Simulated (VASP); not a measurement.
Set up this calculation in VASP 6.6.1, as the native input.

- Task: relaxation of cell and atoms
- Functional: PBE
- Potentials or basis: VASP PAW PBE potentials, release 64 (Sc_sv, Sb, P)
- Cutoff: 600 eV
- k mesh: 3 × 3 × 6
- Occupations: gaussian, width 0.1 eV
- Spin: no spin polarisation
- Dipole correction: no
- Further INCAR settings: ALGO = Normal; EDIFF = 1e-06; IBRION = 2; EDIFFG = -0.04; NSW = 90; ISIF = 3

The structure of Sc2SbP3 lies in POSCAR:

```
Sc2SbP3
1.0
    6.0543235300      0.0000000000      0.0000000000
   -3.0271617600      5.2431979800      0.0000000000
    0.0000000000      0.0000000000      3.5297498700
Sc Sb P
2 1 3
Direct
    0.3333333300      0.6666666700      0.0000000000
    0.6666666700      0.3333333300      0.0000000000
    0.0000000000      0.0000000000      0.0000000000
    0.5000000000      0.0000000000      0.5000000000
    0.5000000000      0.5000000000      0.5000000000
    0.0000000000      0.5000000000      0.5000000000
```

The cell was generated, and may not be a known phase.

The input as run:

INCAR

```
PREC = Accurate ; ENCUT = 600
EDIFF = 1E-6 ; ISMEAR = 0
SIGMA = 0.1 ; LREAL = F
LASPH = T ; NELM = 80
ALGO = Normal ; ISIF = 3
LWAVE = F ; LCHARG = F
GGA = PE ; IBRION = 2
NSW = 90 ; EDIFFG = -0.04
```

KPOINTS

```
regular mesh
0
Gamma
  3 3 6
```

Potentials or basis: VASP PAW PBE potentials, release 64 (Sc_sv, Sb, P).

Launch:

```bash
$ cat potpaw_PBE.64/Sc_sv/POTCAR potpaw_PBE.64/Sb/POTCAR potpaw_PBE.64/P/POTCAR > POTCAR
$ mpirun -np 1 vasp_std > vasp.out
```

It gave:

```json
{
 "Relaxed volume": "19.86 Å³/atom",
 "Relaxed cell": "a = 5.928 Å, b = 5.928 Å, c = 3.915 Å, α = 90.00°, β = 90.00°, γ = 120.00°",
 "Space group after relaxing (to 0.1 Å)": "P6/mmm (No. 191)",
 "Energy gained by relaxing": "107.3 meV/atom",
 "Ionic steps": "8",
 "Pressure after relaxing": "0.0 GPa",
 "Band gap on the k mesh": "zero (bands 21 and 22 overlap by 1.14 eV)"
}
```

Caveat: the k points lie up to 0.41 Å⁻¹ apart in the final cell, too coarse for converged energies and pressures of a metal; spin-orbit coupling is left out, which moves the levels of the heavy elements.

Run time: 2.5 min on 1 thread of Intel(R) Xeon(R) 6975P-C (Granite Rapids), with other jobs on the host, peak memory 0.26 GiB.
